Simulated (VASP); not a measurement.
# Nb (Im-3m) in VASP: notebook

Nb is run at these levels: PBE; tasks: single point, relaxation of volume and atoms at fixed shape.

All numbers are computed with VASP 6.6.1; they aren't measurements. Logs are shortened: lines on timing, memory, paths and dates and some standing lists are left out, and cuts for length are marked.

### Step 1. The cell of the first run

The structure is cubic, space group Im-3m (No. 229). The conventional cell has a = 3.316 Å, b = 3.316 Å, c = 3.316 Å, α = 90.00°, β = 90.00°, γ = 90.00°. Nb (site symmetry m-3m) has 14 Nb at 2.87 to 3.32 Å within 3.8 Å.

### Step 2. Single point, PBE

The input, INCAR:

```
PREC = Accurate ; ENCUT = 500
EDIFF = 1E-6 ; ISMEAR = 1
SIGMA = 0.05 ; LREAL = False
LASPH = True ; NELM = 120
ALGO = Normal ; ISIF = 2
LWAVE = False ; LCHARG = False
GGA = PE ; NBANDS = 20
GGA_COMPAT = False
```

The input, KPOINTS:

```
regular mesh
0
Gamma
  7 7 7
```

The input, POSCAR:

```
Nb
1.0
    3.3164729081      0.0000000000      0.0000000000
    0.0000000000      3.3164729081      0.0000000000
    0.0000000000      0.0000000000      3.3164729081
Nb
2
Direct
    0.0000000000      0.0000000000      0.0000000000
    0.5000000000      0.5000000000      0.5000000000
```

Potentials or basis: VASP PAW PBE potentials, release 64 (Nb_sv).

Started as:

```
cat potpaw_PBE.64/Nb_sv/POTCAR > POTCAR
mpirun -np 1 vasp_std > vasp.out
```

OUTCAR:

```text
PREC = Accurate
   ENCUT = 500
   EDIFF = 1E-6
   ISMEAR = 1
   LREAL = False
   LASPH = True
   NELM = 120
   ISIF = 2
   GGA = PE

 ion  position               nearest neighbor table
   1  0.000  0.000  0.000-   2 2.87   2 2.87   2 2.87   2 2.87   2 2.87   2 2.87   2 2.87   2 2.87

   2  0.500  0.500  0.500-   1 2.87   1 2.87   1 2.87   1 2.87   1 2.87   1 2.87   1 2.87   1 2.87

  LATTYP: Found a simple cubic cell.
 ALAT       =     3.3164729081

  Lattice vectors:

 A1 = (   3.3164729081,   0.0000000000,   0.0000000000)
 A2 = (   0.0000000000,   3.3164729081,   0.0000000000)
 A3 = (   0.0000000000,   0.0000000000,   3.3164729081)

Analysis of symmetry for initial positions (statically):
=====================================================================
 Subroutine PRICEL returns following result:

  LATTYP: Found a body centered cubic cell.
 ALAT       =     3.3164729081

  Lattice vectors:

 A1 = (   1.6582364541,   1.6582364541,  -1.6582364540)
 A2 = (  -1.6582364541,   1.6582364540,   1.6582364540)
 A3 = (   1.6582364541,  -1.6582364540,   1.6582364541)

   2 primitive cells build up your supercell.

 Routine SETGRP: Setting up the symmetry group for a
 simple cubic supercell.

 Subroutine GETGRP returns: Found 48 space group operations
 (whereof 48 operations were pure point group operations)
 out of a pool of 48 trial point group operations.

The static configuration has the point symmetry O_h .

Analysis of symmetry for dynamics (positions and initial velocities):
=====================================================================
 Subroutine PRICEL returns following result:

  LATTYP: Found a body centered cubic cell.
 ALAT       =     3.3164729081

  Lattice vectors:

 A1 = (   1.6582364541,   1.6582364541,  -1.6582364540)
 A2 = (  -1.6582364541,   1.6582364540,   1.6582364540)
 A3 = (   1.6582364541,  -1.6582364540,   1.6582364541)

   2 primitive cells build up your supercell.

 Routine SETGRP: Setting up the symmetry group for a
 simple cubic supercell.

 Subroutine GETGRP returns: Found 48 space group operations
 (whereof 48 operations were pure point group operations)
 out of a pool of 48 trial point group operations.

The dynamic configuration has the point symmetry O_h .
[... 75 lines left out ...]
   number of dos      NEDOS =    301   number of ions     NIONS =      2
   total plane-waves  NPLWV =  13824
   dimension x,y,z NGX =    24 NGY =   24 NGZ =   24
   dimension x,y,z NGXF=    48 NGYF=   48 NGZF=   48
   ions per type =               2
   NGX,Y,Z   is equivalent  to a cutoff of  12.03, 12.03, 12.03 a.u.
   NGXF,Y,Z  is equivalent  to a cutoff of  24.06, 24.06, 24.06 a.u.
 SYSTEM =  unknown system
   PREC   = accura    normal or accurate (medium, high low for compatibility)
   ISTART =      0    job   : 0-new  1-cont  2-samecut
   ICHARG =      2    charge: 1-file 2-atom 10-const
   ISPIN  =      1    spin polarized calculation?
   LNONCOLLINEAR =      F non collinear calculations
   LSORBIT =      F    spin-orbit coupling
   LASPH  =      T    aspherical Exc in radial PAW
   ENCUT  =  500.0 eV  36.75 Ry    6.06 a.u.   6.05  6.05  6.05*2*pi/ulx,y,z
   NELM   =    120;   NELMIN=  2; NELMDL= -5     # of ELM steps
   EDIFF  = 0.1E-05   stopping-criterion for ELM
   LREAL  =      F    real-space projection
[... 7 lines left out ...]
   TEBEG  =    0.0;   TEEND  =   0.0 temperature during run
   PSTRESS=    0.0 pullay stress
   NELECT =      26.0000    total number of electrons
   NUPDOWN=      -1.0000    fix difference up-down
   EMIN   =  10.00;   EMAX   =-10.00  energy-range for DOS
   EFERMI =   0.00;   METHOD = LEGACY
   ISMEAR =     1;   SIGMA  =   0.05  broadening in eV -4-tet -1-fermi 0-gaus
   EFERMI_NEDOS =   21; number of points for ismear=-14 and -15
   IALGO  =     38    algorithm
   IMIX   =      4    mixing-type and parameters
     AMIX     =   0.40;   BMIX     =  1.00
     AMIX_MAG =   1.60;   BMIX_MAG =  1.00
  volume/ion in A,a.u.               =      18.24       123.08
  Fermi-wavevector in a.u.,A,eV,Ry     =   1.462366  2.763472 29.096264  2.138515
  Thomas-Fermi vector in A             =   2.578588
   LORBIT       =      0    0 simple, 1 ext, 2 COOP (PROOUT), +10 PAW based schemes
   GGA     = PE    functional components
   LHFCALC =     F    Hartree Fock is set to
   AEXX    =    0.0000 exact exchange contribution
   IVDW    =     0    specifies the selected vdW correction
   LEPSILON=     F    determine dielectric tensor
   LRPA    =     F    only Hartree local field effects (RPA)
 non-spin polarized calculation
 Methfessel and Paxton  Order N= 1 SIGMA  =   0.05
  energy-cutoff  :      500.00
  volume of cell :       36.48
 maximum number of plane-waves:       940
   NGX = 13   NGY = 13   NGZ = 13

 number of electron      25.9999998 magnetization

 Free energy of the ion-electron system (eV)
  ---------------------------------------------------
  ext. energy  EPLUGINS =         0.00000000
  ---------------------------------------------------
  free energy    TOTEN  =       -20.40189548 eV

  energy without entropy =      -20.40241334  energy(sigma->0) =      -20.40206810

 E-fermi :  10.9388     XC(G=0): -12.4393

 val. band max:       10.9008667787   @ k =   0.1429   0.1429   0.0000
 cond. band min:      10.9570931148   @ k =   0.2857   0.1429   0.0000
 fundamental gap:      0.0562263361
 Fermi energy:        10.9388284531

 k-point     1 :       0.0000    0.0000    0.0000
  band No.  band energies     occupation
      1     -43.4054      2.00000
      2     -43.0091      2.00000
      3     -19.6201      2.00000
      4     -19.6201      2.00000
      5     -19.6201      2.00000
      6     -18.7274      2.00000
[... 449 lines left out ...]
     19      20.5299      0.00000
     20      20.6445      0.00000

------------------------ aborting loop because EDIFF is reached ----------------------------------------

  FORCE on cell =-STRESS in cart. coord.  units (eV):
  Direction    XX          YY          ZZ          XY          YZ          ZX
  --------------------------------------------------------------------------------------
  -------------------------------------------------------------------------------------
  Total       -0.0682041     -0.0682041     -0.0682041      0.0000000      0.0000000     -0.0000000
  in kB       -2.9956561     -2.9956561     -2.9956561      0.0000000      0.0000000     -0.0000000
  external PRESSURE =      -2.9956561 kB  Pullay stress =       0.0000000 kB

 VOLUME and BASIS-vectors are now :
 -----------------------------------------------------------------------------
  energy-cutoff  :      500.00
  volume of cell :       36.48
      direct lattice vectors                 reciprocal lattice vectors
     3.316472908  0.000000000  0.000000000     0.301525153  0.000000000  0.000000000
     0.000000000  3.316472908  0.000000000     0.000000000  0.301525153  0.000000000
     0.000000000  0.000000000  3.316472908     0.000000000  0.000000000  0.301525153

 POSITION                                       TOTAL-FORCE (eV/Angst)
 -----------------------------------------------------------------------------------
      0.00000      0.00000      0.00000        -0.000000     -0.000000     -0.000000
      1.65824      1.65824      1.65824         0.000000      0.000000      0.000000
 -----------------------------------------------------------------------------------
    total drift:                                0.000000      0.000000     -0.000000

  FREE ENERGIE OF THE ION-ELECTRON SYSTEM (eV)
  ---------------------------------------------------
  free  energy   TOTEN  =       -20.4018954762 eV

  energy  without entropy=      -20.4024133443  energy(sigma->0) =      -20.40206810
```

OSZICAR:

```text
N       E                     dE             d eps       ncg     rms          rms(c)
DAV:   1     0.293781058011E+03    0.29378E+03   -0.14489E+04   800   0.134E+03
DAV:   2    -0.109452989587E+01   -0.29488E+03   -0.28762E+03   912   0.519E+02
DAV:   3    -0.205251521274E+02   -0.19431E+02   -0.18711E+02  1528   0.103E+02
DAV:   4    -0.212377479820E+02   -0.71260E+00   -0.70806E+00  1072   0.165E+01
DAV:   5    -0.212833807684E+02   -0.45633E-01   -0.45592E-01  1328   0.393E+00    0.991E+00
DAV:   6    -0.204813912505E+02    0.80199E+00   -0.14907E+00  1116   0.118E+01    0.339E+00
DAV:   7    -0.203901786619E+02    0.91213E-01   -0.59439E-01  1384   0.684E+00    0.149E+00
DAV:   8    -0.204026979942E+02   -0.12519E-01   -0.47589E-02  1052   0.223E+00    0.279E-01
DAV:   9    -0.204019258115E+02    0.77218E-03   -0.49534E-03  1268   0.637E-01    0.369E-02
DAV:  10    -0.204018983722E+02    0.27439E-04   -0.13432E-04  1216   0.122E-01    0.206E-02
DAV:  11    -0.204018961910E+02    0.21812E-05   -0.66998E-06  1072   0.228E-02    0.342E-03
DAV:  12    -0.204018954762E+02    0.71481E-06   -0.42519E-07   536   0.703E-03
   1 F= -.20401895E+02 E0= -.20402068E+02  d E =0.517868E-03
```

Wall time 5.8 s (1 thread of Intel Xeon Platinum 8559C (Emerald Rapids), shared host); peak memory 0.14 GiB.

Results:

* Free energy: -20.4019 eV
* Pressure: -0.3 GPa
* Band gap on the k mesh: zero (band 13 reaches 12.33 eV, above the bottom of band 14 at 9.80 eV)

### Step 3. Relaxation of volume and atoms at fixed shape, PBE

This run uses another cell than the first one, of 18.46 Å³/atom, 1.012 times its volume.

The input, INCAR:

```
SYSTEM = Nb
PREC = Accurate
ENCUT = 500
EDIFF = 1E-7
ISMEAR = 1
SIGMA = 0.05
LREAL = .FALSE.
LASPH = .TRUE.
NELM = 120
ALGO = Normal
ISIF = 8
LWAVE = .FALSE.
LCHARG = .FALSE.
GGA = PE
IBRION = 2
NSW = 80
EDIFFG = -0.01
GGA_COMPAT = .FALSE.
NELMIN = 4
```

The input, KPOINTS:

```
Automatic mesh
0
G
  7 7 7
  0 0 0
```

The input, POSCAR:

```
Nb
1.0
    3.3300000000      0.0000000000      0.0000000000
    0.0000000000      3.3300000000      0.0000000000
    0.0000000000      0.0000000000      3.3300000000
Nb
2
Direct
    0.0000000000      0.0000000000      0.0000000000
    0.5000000000      0.5000000000      0.5000000000
```

Potentials or basis: VASP PAW PBE potentials, release 64 (Nb_sv).

Started as:

```
cat potpaw_PBE.64/Nb_sv/POTCAR > POTCAR
mpirun -np 1 vasp_std > vasp.out
```

OUTCAR:

```text
SYSTEM = Nb
   PREC = Accurate
   ENCUT = 500
   EDIFF = 1E-7
   ISMEAR = 1
   LREAL = .FALSE.
   LASPH = .TRUE.
   NELM = 120
   ISIF = 8
   GGA = PE
   IBRION = 2
   NSW = 80
   EDIFFG = -0.01
   NELMIN = 4

 ion  position               nearest neighbor table
   1  0.000  0.000  0.000-   2 2.88   2 2.88   2 2.88   2 2.88   2 2.88   2 2.88   2 2.88   2 2.88

   2  0.500  0.500  0.500-   1 2.88   1 2.88   1 2.88   1 2.88   1 2.88   1 2.88   1 2.88   1 2.88

  LATTYP: Found a simple cubic cell.
 ALAT       =     3.3300000000

  Lattice vectors:

 A1 = (   3.3300000000,   0.0000000000,   0.0000000000)
 A2 = (   0.0000000000,   3.3300000000,   0.0000000000)
 A3 = (   0.0000000000,   0.0000000000,   3.3300000000)

Analysis of symmetry for initial positions (statically):
=====================================================================
 Subroutine PRICEL returns following result:

  LATTYP: Found a body centered cubic cell.
 ALAT       =     3.3300000000

  Lattice vectors:

 A1 = (   1.6650000000,   1.6650000000,  -1.6650000000)
 A2 = (  -1.6650000000,   1.6650000000,   1.6650000000)
[... 163 lines left out ...]
  volume of cell :       36.93
 maximum number of plane-waves:       947
   NGX = 13   NGY = 13   NGZ = 13

--------------------------------------- Ionic step        1  -------------------------------------------

 number of electron      26.0000000 magnetization

 Free energy of the ion-electron system (eV)
  ---------------------------------------------------
  ext. energy  EPLUGINS =         0.00000000
  ---------------------------------------------------
  free energy    TOTEN  =       -20.39874951 eV

  energy without entropy =      -20.40001851  energy(sigma->0) =      -20.39917251

------------------------ aborting loop because EDIFF is reached ----------------------------------------

  FORCE on cell =-STRESS in cart. coord.  units (eV):
  Direction    XX          YY          ZZ          XY          YZ          ZX
  --------------------------------------------------------------------------------------
  -------------------------------------------------------------------------------------
  Total       -0.5325439     -0.5325439     -0.5325439      0.0000000     -0.0000000      0.0000000
  in kB      -23.1064533    -23.1064533    -23.1064533      0.0000000     -0.0000000      0.0000000
  external PRESSURE =     -23.1064533 kB  Pullay stress =       0.0000000 kB
[... 59 lines left out ...]
--------------------------------------- Ionic step        3  -------------------------------------------

 number of electron      25.9999998 magnetization

 Free energy of the ion-electron system (eV)
  ---------------------------------------------------
  ext. energy  EPLUGINS =         0.00000000
  ---------------------------------------------------
  free energy    TOTEN  =       -20.40245162 eV

  energy without entropy =      -20.40281445  energy(sigma->0) =      -20.40257256

 E-fermi :  10.9636     XC(G=0): -12.4483

 val. band max:       10.9261718596   @ k =   0.4286   0.2857   0.1429
 cond. band min:      10.9803270197   @ k =   0.2857   0.1429   0.0000
 fundamental gap:      0.0541551602
 Fermi energy:        10.9636158843

 k-point     1 :       0.0000    0.0000    0.0000
  band No.  band energies     occupation
      1     -43.3784      2.00000
      2     -42.9793      2.00000
      3     -19.5942      2.00000
      4     -19.5942      2.00000
      5     -19.5942      2.00000
      6     -18.6967      2.00000
[... 418 lines left out ...]
  FREE ENERGIE OF THE ION-ELECTRON SYSTEM (eV)
  ---------------------------------------------------
  free  energy   TOTEN  =       -20.4024516155 eV

  energy  without entropy=      -20.4028144535  energy(sigma->0) =      -20.40257256

 reached required accuracy - stopping structural energy minimisation
```

OSZICAR:

```text
N       E                     dE             d eps       ncg     rms          rms(c)
DAV:   1     0.293751608814E+03    0.29375E+03   -0.14815E+04   680   0.157E+03
DAV:   2    -0.142441288836E+01   -0.29518E+03   -0.29142E+03   790   0.602E+02
DAV:   3    -0.204408329138E+02   -0.19016E+02   -0.18338E+02  1319   0.115E+02
[... 31 lines left out ...]
DAV:   6    -0.204024273377E+02   -0.26288E-03   -0.16075E-03   823   0.381E-01    0.464E-02
DAV:   7    -0.204024485325E+02   -0.21195E-04   -0.13800E-04  1132   0.850E-02    0.165E-02
DAV:   8    -0.204024509335E+02   -0.24010E-05   -0.89751E-06   872   0.318E-02    0.314E-03
DAV:   9    -0.204024513675E+02   -0.43395E-06   -0.96796E-07  1009   0.108E-02    0.127E-03
DAV:  10    -0.204024516233E+02   -0.25586E-06   -0.52565E-08   452   0.361E-03    0.390E-04
DAV:  11    -0.204024516155E+02    0.78212E-08   -0.13272E-08   469   0.207E-03
   3 F= -.20402452E+02 E0= -.20402573E+02  d E =-.370211E-02
```

Wall time 15 s (1 thread of Intel Xeon Platinum 8559C (Emerald Rapids), shared host); peak memory 0.14 GiB.

Results:

```
Free energy                            : -20.4025 eV
Relaxed volume                         : 18.21 Å³/atom
Relaxed cell                           : a = 3.315 Å, b = 3.315 Å, c = 3.315 Å, α = 90.00°, β = 90.00°, γ = 90.00°
Space group after relaxing (to 0.05 Å) : Im-3m (No. 229)
Energy gained by relaxing              : 1.9 meV/atom
Ionic steps                            : 3
Pressure after relaxing                : 0.0 GPa
Band gap on the k mesh                 : zero (band 13 reaches 12.36 eV, above the bottom of band 14 at 9.83 eV)
```

Step by step:
```csv
step,energy change (eV),largest force (eV/Å),pressure (GPa),volume (Å³)
1,0.0000,0.0000,-2.31,36.93
2,0.0074,0.0000,4.04,35.52
3,-0.0037,0.0000,0.00,36.41
```

Final structure:
```yaml
crystal:
  lattice:
    - [3.31453, 0.00000, 0.00000]
    - [0.00000, 3.31453, 0.00000]
    - [0.00000, 0.00000, 3.31453]
  atoms:
    - { symbol: Nb, position: [0.00000, 0.00000, 0.00000] }
    - { symbol: Nb, position: [0.50000, 0.50000, 0.50000] }
```
